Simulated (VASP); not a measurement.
Write the native input for VASP 6.6.1 that does the following.

| Quantity | Value |
| --- | --- |
| Task | single point |
| Functional | PBE |
| Potentials or basis | VASP PAW PBE potentials, release 64 (Al) |
| Cutoff | 520 eV |
| k mesh | 6 × 6 × 6 |
| Occupations | methfessel-paxton, width 0.1 eV |
| Spin | no spin polarisation |
| Dipole correction | no |
| Further INCAR settings | LREAL = Auto; ALGO = Normal; EDIFF = 1e-06; NBANDS = 38 |

The structure of Al lies in POSCAR:

```
Al
1.0
   -4.0389296000      4.0389296000      4.0389296000
    4.0389296000     -4.0389296000      4.0389296000
    4.0389296000      4.0389296000     -4.0389296000
Al
16
Direct
    0.0000000000      0.0000000000      0.0000000000
    0.0000000000      0.2500000000      0.7500000000
    0.0000000000      0.5000000000      0.5000000000
    0.0000000000      0.7500000000      0.2500000000
    0.2500000000      0.0000000000      0.7500000000
    0.2500000000      0.2500000000      0.5000000000
    0.2500000000      0.5000000000      0.2500000000
    0.2500000000      0.7500000000      0.0000000000
    0.5000000000      0.0000000000      0.5000000000
    0.5000000000      0.2500000000      0.2500000000
    0.5000000000      0.5000000000      0.0000000000
    0.5000000000      0.7500000000      0.7500000000
    0.7500000000      0.0000000000      0.2500000000
    0.7500000000      0.2500000000      0.0000000000
    0.7500000000      0.5000000000      0.7500000000
    0.7500000000      0.7500000000      0.5000000000
```

One way to write it, as run:

INCAR

```
PREC     = Accurate       # precision mode
ENCUT    = 520            # plane-wave cutoff, eV
EDIFF    = 1E-6           # SCF threshold, eV
ISMEAR   = 1              # smearing method
SIGMA    = 0.1            # smearing width, eV
LREAL    = Auto         
LASPH    = True           # aspherical terms in the spheres
NELM     = 60             # most SCF steps
ALGO     = Normal         # electronic algorithm
ISIF     = 2              # what is computed and relaxed
LWAVE    = False          # write WAVECAR
LCHARG   = False          # write CHGCAR
GGA      = PE             # functional
NBANDS   = 38             # bands
```

KPOINTS

```
Automatic mesh
0
Gamma
  6 6 6
```

Potentials or basis: VASP PAW PBE potentials, release 64 (Al).

Run with:

```bash
$ cat potpaw_PBE.64/Al/POTCAR > POTCAR
$ mpirun -np 1 vasp_std > vasp.out
```

Results of the run:

```json
{
  "Pressure": "0.0 GPa",
  "Band gap on the k mesh": "zero (bands 24 and 25 overlap by 2.19 eV)"
}
```

Wall time 2.7 min on 1 thread of Intel(R) Xeon(R) 6975P-C (Granite Rapids), with other jobs on the host, peak memory 0.4 GiB.
